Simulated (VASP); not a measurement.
# Pd (Fm-3m) in VASP: further runs

Runs on Pd. Level: PBE. Tasks: single point.

All numbers are computed with VASP 6.6.1; they aren't measurements. Logs are shortened: lines on timing, memory, paths and dates and some standing lists are left out, and cuts for length are marked.

### Step 1. The cell of the first run

The structure is cubic, space group Fm-3m (No. 225). The conventional cell has a = 3.947 Å, b = 3.947 Å, c = 3.947 Å, α = 90.00°, β = 90.00°, γ = 90.00°. Within 3.7 Å of Pd (site symmetry m-3m) lie 12 Pd at 2.79 Å.

### Step 2. Single point, PBE, collinear spin, ferromagnetic start

INCAR reads:

```
PREC     = Accurate       # precision mode
ENCUT    = 520            # plane-wave cutoff, eV
EDIFF    = 1E-6           # SCF threshold, eV
ISMEAR   = 0              # smearing method
SIGMA    = 0.03           # smearing width, eV
LREAL    = False          # projectors in reciprocal space
LASPH    = True           # aspherical terms in the spheres
NELM     = 150            # most SCF steps
ALGO     = Normal         # electronic algorithm
ISIF     = 2              # what is computed and relaxed
LWAVE    = False          # write WAVECAR
LCHARG   = False          # write CHGCAR
ISPIN    = 2              # spin polarisation
MAGMOM   = 0.288          # initial moments
LORBIT   = 11             # projections on sites
LMAXMIX  = 4              # l up to which the mixer works
GGA      = PE             # functional
NBANDS   = 15             # bands
```

KPOINTS reads:

```
regular mesh
0
Gamma
  14 14 14
```

POSCAR reads:

```
Pd
1.0
    0.0000000000      1.9737080107      1.9737080107
    1.9737080107      0.0000000000      1.9737080107
    1.9737080107      1.9737080107      0.0000000000
Pd
1
Direct
    0.0000000000      0.0000000000      0.0000000000
```

Potentials or basis: VASP PAW PBE potentials, release 64 (Pd).

Command:

```
cat potpaw_PBE.64/Pd/POTCAR > POTCAR
mpirun -np 1 vasp_std > vasp.out
```

OUTCAR:

```text
PREC = Accurate
   ENCUT = 520
   EDIFF = 1E-6
   ISMEAR = 0
   LREAL = False
   LASPH = True
   NELM = 150
   ISIF = 2
   ISPIN = 2
   LORBIT = 11
   GGA = PE

 ion  position               nearest neighbor table
   1  0.000  0.000  0.000-

  LATTYP: Found a face centered cubic cell.
 ALAT       =     3.9474160214

  Lattice vectors:

 A1 = (   0.0000000000,   1.9737080107,   1.9737080107)
 A2 = (   1.9737080107,   0.0000000000,   1.9737080107)
 A3 = (   1.9737080107,   1.9737080107,   0.0000000000)

Analysis of symmetry for initial positions (statically):
=====================================================================
 Subroutine PRICEL returns:
 Original cell was already a primitive cell.

 Routine SETGRP: Setting up the symmetry group for a
 face centered cubic supercell.

 Subroutine GETGRP returns: Found 48 space group operations
 (whereof 48 operations were pure point group operations)
 out of a pool of 48 trial point group operations.

The static configuration has the point symmetry O_h .

Analysis of symmetry for dynamics (positions and initial velocities):
=====================================================================
 Subroutine PRICEL returns:
 Original cell was already a primitive cell.

 Routine SETGRP: Setting up the symmetry group for a
 face centered cubic supercell.

 Subroutine GETGRP returns: Found 48 space group operations
 (whereof 48 operations were pure point group operations)
 out of a pool of 48 trial point group operations.

The dynamic configuration has the point symmetry O_h .

Analysis of structural, dynamic, and magnetic symmetry:
=====================================================================
 Subroutine PRICEL returns:
 Original cell was already a primitive cell.

 Routine SETGRP: Setting up the symmetry group for a
 face centered cubic supercell.

 Subroutine GETGRP returns: Found 48 space group operations
 (whereof 48 operations were pure point group operations)
 out of a pool of 48 trial point group operations.

The overall configuration has the point symmetry O_h .

 Subroutine INISYM returns: Found 48 space group operations
 (whereof 48 operations are pure point group operations),
 and found     1 'primitive' translations

----------------------------------------------------------------------------------------

                                     Primitive cell

  volume of cell :      15.3773

  direct lattice vectors                    reciprocal lattice vectors
     0.000000000  1.973708011  1.973708011    -0.253330278  0.253330278  0.253330278
     1.973708011  0.000000000  1.973708011     0.253330278 -0.253330278  0.253330278
     1.973708011  1.973708011  0.000000000     0.253330278  0.253330278 -0.253330278

  length of vectors
[... 116 lines left out ...]
 NGX is ok and might be reduce to    24
   NGX = 11   NGY = 11   NGZ = 11

 number of electron      10.0000000 magnetization       0.4659219

 Free energy of the ion-electron system (eV)
  ---------------------------------------------------
  ext. energy  EPLUGINS =         0.00000000
  ---------------------------------------------------
  free energy    TOTEN  =        -5.21429973 eV

  energy without entropy =       -5.21334394  energy(sigma->0) =       -5.21382183

 E-fermi :   9.1415     XC(G=0): -12.9266

 val. band max:        9.1367010016   @ k =  -0.3571   0.2857   0.1429
 cond. band min:       9.1416463497   @ k =   0.5000   0.2143   0.0714
 fundamental gap:      0.0049453481
 Fermi energy:         9.1415355454

 spin component 1

 k-point     1 :       0.0000    0.0000    0.0000
  band No.  band energies     occupation
      1       2.2534      1.00000
      2       6.2596      1.00000
      3       6.2596      1.00000
      4       6.2596      1.00000
      5       7.7936      1.00000
      6       7.7936      1.00000
      7      26.2508      0.00000
      8      30.7888      0.00000
      9      30.7888      0.00000
     10      30.7888      0.00000
     11      35.1689      0.00000
     12      36.0612      0.00000
     13      38.8217      0.00000
     14      38.8217      0.00000
[... 403 lines left out ...]
      4       6.9441      1.00000
      5       7.9449      1.00000
      6       8.3129      1.00000
      7      24.0602      0.00000
      8      27.4809      0.00000
      9      28.3975      0.00000
     10      30.3624      0.00000
     11      34.4821      0.00000
     12      35.5101      0.00000
     13      36.7843      0.00000
     14      37.0968      0.00000
     15      40.2207      0.00000

 [... further k-points ...]

 spin component 2

 k-point     1 :       0.0000    0.0000    0.0000
  band No.  band energies     occupation
      1       2.2950      1.00000
      2       6.6232      1.00000
      3       6.6232      1.00000
      4       6.6232      1.00000
      5       8.0886      1.00000
      6       8.0886      1.00000
      7      26.2733      0.00000
      8      30.8087      0.00000
      9      30.8087      0.00000
     10      30.8087      0.00000
     11      35.5934      0.00000
     12      36.2000      0.00000
     13      38.9159      0.00000
     14      38.9159      0.00000
[... 403 lines left out ...]
      4       7.2937      1.00000
      5       8.2524      1.00000
      6       8.6377      1.00000
      7      24.1541      0.00000
      8      27.5221      0.00000
      9      28.4823      0.00000
     10      30.4313      0.00000
     11      34.6603      0.00000
     12      36.0385      0.00000
     13      36.8453      0.00000
     14      37.1737      0.00000
     15      40.3228      0.00000

 [... further k-points ...]
[... 5 lines left out ...]
  --------------------------------------------------------------------------------------
  -------------------------------------------------------------------------------------
  Total       -0.0281219     -0.0281219     -0.0281219     -0.0000000      0.0000000      0.0000000
  in kB       -2.9300652     -2.9300652     -2.9300652     -0.0000000      0.0000000      0.0000000
  external PRESSURE =      -2.9300652 kB  Pullay stress =       0.0000000 kB

 VOLUME and BASIS-vectors are now :
 -----------------------------------------------------------------------------
  energy-cutoff  :      520.00
  volume of cell :       15.38
      direct lattice vectors                 reciprocal lattice vectors
     0.000000000  1.973708011  1.973708011    -0.253330278  0.253330278  0.253330278
     1.973708011  0.000000000  1.973708011     0.253330278 -0.253330278  0.253330278
     1.973708011  1.973708011  0.000000000     0.253330278  0.253330278 -0.253330278

 POSITION                                       TOTAL-FORCE (eV/Angst)
 -----------------------------------------------------------------------------------
      0.00000      0.00000      0.00000        -0.000000     -0.000000      0.000000
 -----------------------------------------------------------------------------------
    total drift:                               -0.000000      0.000000     -0.000000

  FREE ENERGIE OF THE ION-ELECTRON SYSTEM (eV)
  ---------------------------------------------------
  free  energy   TOTEN  =        -5.2142997252 eV

  energy  without entropy=       -5.2133439355  energy(sigma->0) =       -5.21382183

 total charge

# of ion       s       p       d       tot
------------------------------------------
    1        0.471   0.436   8.450   9.357

 magnetization (x)

# of ion       s       p       d       tot
------------------------------------------
    1        0.002  -0.005   0.467   0.464
```

stdout:

```text
POSCAR found type information on POSCAR Pd
 POSCAR found :  1 types and       1 ions
 scaLAPACK will be used
 LDA part: xc-table for (Slater+PW92), standard interpolation
 POSCAR, INCAR and KPOINTS ok, starting setup
 FFT: planning ... GRIDC
 FFT: planning ... GRID_SOFT
 FFT: planning ... GRID
 WAVECAR not read
 entering main loop
```

Run time: 22 s. Hardware: 1 thread of Intel Xeon 6975P-C, shared host; peak memory 0.17 GiB.

What came out:

- Free energy: -5.2143 eV
- Pressure: -0.3 GPa
- Net moment: 0.47 μB per cell
- Site moments: Pd +0.46 μB
- Valence electrons inside the program's atomic spheres: Pd 9.36

### Step 3. Single point, PBE, collinear spin, ferromagnetic start

INCAR reads:

```
PREC = Accurate ; ENCUT = 520
EDIFF = 1E-6 ; ISMEAR = 0
SIGMA = 0.1 ; LREAL = F
LASPH = T ; NELM = 150
ALGO = Normal ; ISIF = 2
LWAVE = F ; LCHARG = T
ISPIN = 2 ; MAGMOM = 0.288
LORBIT = 11 ; LMAXMIX = 4
GGA = PE ; LELF = T
LVHAR = T ; NBANDS = 15
```

KPOINTS is that of step 2.

POSCAR is that of step 2.

Potentials or basis: VASP PAW PBE potentials, release 64 (Pd).

Command:

```
cat potpaw_PBE.64/Pd/POTCAR > POTCAR
mpirun -np 1 vasp_std > vasp.out
```

Run time: 25 s. Hardware: 1 thread of Intel Xeon 6975P-C, shared host; peak memory 0.17 GiB.

The run converged. Its results:

```yaml
Free_energy: -5.2187 eV
Pressure: -0.3 GPa
Net_moment: 0.43 μB per cell
Site_moments: Pd +0.43 μB
Valence_electrons_inside_the_program's_atomic_spheres: Pd 9.36
```

Levels at points of the mesh, in eV from the Fermi level:
Spin up:
| k point | band 2 | band 3 | band 4 | band 5 | band 6 | band 7 | band 8 | band 9 |
| --- | --- | --- | --- | --- | --- | --- | --- | --- |
| (0.00, 0.00, 0.00) | -2.86 | -2.86 | -2.86 | -1.33 | -1.33 | 17.12 | 21.66 | 21.66 |
| (0.50, 0.00, 0.00) | -2.88 | -2.88 | -0.24 | -0.24 | 1.06 | 6.85 | 16.47 | 20.62 |
| (0.50, 0.50, 0.00) | -4.96 | -0.24 | 0.03 | 0.03 | 3.30 | 10.23 | 12.92 | 12.92 |
Spin down:
| k point | band 2 | band 3 | band 4 | band 5 | band 6 | band 7 | band 8 | band 9 |
| --- | --- | --- | --- | --- | --- | --- | --- | --- |
| (0.00, 0.00, 0.00) | -2.52 | -2.52 | -2.52 | -1.05 | -1.05 | 17.14 | 21.67 | 21.67 |
| (0.50, 0.00, 0.00) | -2.60 | -2.60 | 0.11 | 0.11 | 1.07 | 7.07 | 16.47 | 20.70 |
| (0.50, 0.50, 0.00) | -4.68 | 0.05 | 0.42 | 0.42 | 3.33 | 10.38 | 12.97 | 12.97 |

### Step 4. Single point, PBE, collinear spin, ferromagnetic start

INCAR reads:

```
SYSTEM = Pd
  PREC = Accurate
  ENCUT = 520
  EDIFF = 1E-6
  ISMEAR = 0
  SIGMA = 0.2
  LREAL = .FALSE.
  LASPH = .TRUE.
  NELM = 150
  ALGO = Normal
  ISIF = 2
  LWAVE = .FALSE.
  LCHARG = .FALSE.
  ISPIN = 2
  MAGMOM = 0.288
  LORBIT = 11
  LMAXMIX = 4
  GGA = PE
  NBANDS = 15
```

KPOINTS reads:

```
Automatic mesh
0
G
  14 14 14
  0 0 0
```

POSCAR is that of step 3.

Potentials or basis: VASP PAW PBE potentials, release 64 (Pd).

Command:

```
cat potpaw_PBE.64/Pd/POTCAR > POTCAR
mpirun -np 1 vasp_std > vasp.out
```

OUTCAR:

```text
SYSTEM = Pd
   PREC = Accurate
   ENCUT = 520
   EDIFF = 1E-6
   ISMEAR = 0
   LREAL = .FALSE.
   LASPH = .TRUE.
   NELM = 150
   ISIF = 2
   ISPIN = 2
   LORBIT = 11
   GGA = PE

 ion  position               nearest neighbor table
   1  0.000  0.000  0.000-

  LATTYP: Found a face centered cubic cell.
 ALAT       =     3.9474160214

  Lattice vectors:

 A1 = (   0.0000000000,   1.9737080107,   1.9737080107)
 A2 = (   1.9737080107,   0.0000000000,   1.9737080107)
 A3 = (   1.9737080107,   1.9737080107,   0.0000000000)

[... 1071 lines left out ...]
  -------------------------------------------------------------------------------------
  Total       -0.0410538     -0.0410538     -0.0410538     -0.0000000      0.0000000      0.0000000
  in kB       -4.2774515     -4.2774515     -4.2774515     -0.0000000      0.0000000      0.0000000
  external PRESSURE =      -4.2774515 kB  Pullay stress =       0.0000000 kB

 VOLUME and BASIS-vectors are now :
 -----------------------------------------------------------------------------
  energy-cutoff  :      520.00
  volume of cell :       15.38
      direct lattice vectors                 reciprocal lattice vectors
     0.000000000  1.973708011  1.973708011    -0.253330278  0.253330278  0.253330278
     1.973708011  0.000000000  1.973708011     0.253330278 -0.253330278  0.253330278
     1.973708011  1.973708011  0.000000000     0.253330278  0.253330278 -0.253330278

 POSITION                                       TOTAL-FORCE (eV/Angst)
 -----------------------------------------------------------------------------------
      0.00000      0.00000      0.00000        -0.000000     -0.000000     -0.000000
 -----------------------------------------------------------------------------------
    total drift:                               -0.000000      0.000000     -0.000000

  FREE ENERGIE OF THE ION-ELECTRON SYSTEM (eV)
  ---------------------------------------------------
  free  energy   TOTEN  =        -5.2353353451 eV

  energy  without entropy=       -5.1865011591  energy(sigma->0) =       -5.21091825

 total charge

# of ion       s       p       d       tot
------------------------------------------
    1        0.470   0.435   8.452   9.357

 magnetization (x)

# of ion       s       p       d       tot
------------------------------------------
    1        0.000  -0.002   0.145   0.143
```

OSZICAR:

```text
N       E                     dE             d eps       ncg     rms          rms(c)
DAV:   1     0.459763288470E+02    0.45976E+02   -0.45534E+03  6296   0.588E+02
DAV:   2    -0.473285426214E+01   -0.50709E+02   -0.48414E+02  8039   0.158E+02
DAV:   3    -0.550439786914E+01   -0.77154E+00   -0.76817E+00  8242   0.194E+01
DAV:   4    -0.550672457319E+01   -0.23267E-02   -0.23266E-02  7562   0.113E+00
DAV:   5    -0.550674069427E+01   -0.16121E-04   -0.16121E-04  8140   0.837E-02    0.694E+00
DAV:   6    -0.524686723609E+01    0.25987E+00   -0.10249E+00  8921   0.635E+00    0.341E+00
DAV:   7    -0.523869360442E+01    0.81736E-02   -0.60294E-03  8139   0.531E-01    0.188E+00
DAV:   8    -0.523528616108E+01    0.34074E-02   -0.81628E-04  8732   0.162E-01    0.385E-01
DAV:   9    -0.523532272481E+01   -0.36564E-04   -0.34458E-05  7430   0.395E-02    0.306E-02
DAV:  10    -0.523532613207E+01   -0.34073E-05   -0.84101E-06  8648   0.173E-02    0.123E-02
DAV:  11    -0.523532954380E+01   -0.34117E-05   -0.22759E-06  7341   0.829E-03    0.824E-03
DAV:  12    -0.523533057518E+01   -0.10314E-05   -0.49710E-07  5325   0.381E-03    0.670E-03
DAV:  13    -0.523533213655E+01   -0.15614E-05   -0.31329E-06  6682   0.827E-03    0.620E-03
DAV:  14    -0.523533448942E+01   -0.23529E-05   -0.16074E-05  8935   0.183E-02    0.291E-03
DAV:  15    -0.523533534511E+01   -0.85569E-06   -0.61379E-06  8508   0.114E-02
   1 F= -.52353353E+01 E0= -.52109183E+01  d E =-.488342E-01  mag=     0.1344
```

It took 29 s on 1 thread of Intel Xeon 6975P-C, shared host; peak memory 0.17 GiB.

Results:

| Property | Result |
| --- | --- |
| Free energy | -5.2353 eV |
| Pressure | -0.4 GPa |
| Net moment | 0.14 μB per cell |
| Site moments | Pd +0.14 μB |
| Valence electrons inside the program's atomic spheres | Pd 9.36 |

Levels at points of the mesh, in eV from the Fermi level:
Spin up:
| k point | band 1 | band 2 | band 3 | band 4 | band 5 | band 6 | band 7 | band 8 | band 9 | band 10 |
| --- | --- | --- | --- | --- | --- | --- | --- | --- | --- | --- |
| (0.00, 0.00, 0.00) | -6.84 | -2.73 | -2.73 | -2.73 | -1.22 | -1.22 | 17.15 | 21.68 | 21.68 | 21.68 |
| (0.50, 0.00, 0.00) | -5.03 | -2.76 | -2.76 | -0.10 | -0.10 | 1.09 | 6.94 | 16.49 | 20.67 | 20.67 |
| (0.50, 0.50, 0.00) | -5.10 | -4.84 | -0.12 | 0.18 | 0.18 | 3.33 | 10.30 | 12.96 | 12.96 | 20.93 |
Spin down:
```csv
k point,band 1,band 2,band 3,band 4,band 5,band 6,band 7,band 8,band 9,band 10
"(0.00, 0.00, 0.00)",-6.83,-2.62,-2.62,-2.62,-1.12,-1.12,17.15,21.69,21.69,21.69
"(0.50, 0.00, 0.00)",-4.96,-2.67,-2.67,0.01,0.01,1.09,7.02,16.49,20.69,20.69
"(0.50, 0.50, 0.00)",-5.04,-4.75,-0.03,0.31,0.31,3.34,10.35,12.97,12.97,20.96
```

### Step 5. Single point, PBE, collinear spin, ferromagnetic start

INCAR, as its differences from that of step 4:

```diff
@@ -5,3 +5,3 @@
   ISMEAR = 0
-  SIGMA = 0.2
+  SIGMA = 0.3
   LREAL = .FALSE.
@@ -12,3 +12,3 @@
   LWAVE = .FALSE.
-  LCHARG = .FALSE.
+  LCHARG = .TRUE.
   ISPIN = 2
@@ -18,2 +18,4 @@
   GGA = PE
+  LELF = .TRUE.
+  LVHAR = .TRUE.
   NBANDS = 15
```

KPOINTS is that of step 4.

POSCAR is that of step 4.

Command:

```
cat potpaw_PBE.64/Pd/POTCAR > POTCAR
mpirun -np 1 vasp_std > vasp.out
```

It took 24 s on 1 thread of Intel Xeon 6975P-C, shared host; peak memory 0.17 GiB.

The run converged. Its results:

```yaml
Free_energy: -5.2636 eV
Pressure: -0.3 GPa
Band_gap_on_the_k_mesh: zero (filled and empty bands overlap)
Net_moment: 0.00 μB per cell
Valence_electrons_inside_the_program's_atomic_spheres: Pd 9.36
```

Levels at points of the mesh, in eV from the Fermi level:
Spin up:
| k point | band 2 | band 3 | band 4 | band 5 | band 6 | band 7 | band 8 | band 9 |
| --- | --- | --- | --- | --- | --- | --- | --- | --- |
| (0.00, 0.00, 0.00) | -2.69 | -2.69 | -2.69 | -1.19 | -1.19 | 17.13 | 21.67 | 21.67 |
| (0.50, 0.00, 0.00) | -2.73 | -2.73 | -0.07 | -0.07 | 1.07 | 6.96 | 16.47 | 20.66 |
| (0.50, 0.50, 0.00) | -4.81 | -0.10 | 0.23 | 0.23 | 3.32 | 10.31 | 12.95 | 12.95 |
Spin down:
| k point | band 2 | band 3 | band 4 | band 5 | band 6 | band 7 | band 8 | band 9 |
| --- | --- | --- | --- | --- | --- | --- | --- | --- |
| (0.00, 0.00, 0.00) | -2.69 | -2.69 | -2.69 | -1.19 | -1.19 | 17.13 | 21.67 | 21.67 |
| (0.50, 0.00, 0.00) | -2.73 | -2.73 | -0.07 | -0.07 | 1.07 | 6.96 | 16.47 | 20.66 |
| (0.50, 0.50, 0.00) | -4.81 | -0.10 | 0.23 | 0.23 | 3.32 | 10.31 | 12.95 | 12.95 |

### Step 6. The runs side by side

| smearing | gap on the mesh (eV) | pressure (GPa) | moment (μB) |
| --- | --- | --- | --- |
| gaussian 0.03 eV | none | -0.3 | 0.47 |
| gaussian 0.1 eV | none | -0.3 | 0.43 |
| gaussian 0.2 eV | none | -0.4 | 0.14 |
| gaussian 0.3 eV | none | -0.3 | 0.00 |

Alike in all rows: task single point; level PBE; potentials or basis VASP PAW PBE potentials, release 64 (Pd); spin collinear, ferromagnetic start; cell as given; k mesh 14 × 14 × 14; cutoff (eV) 520.

Every run on the cell as given and a fine mesh finds a metal.

Absolute energies hang on the potentials; compare differences alone.
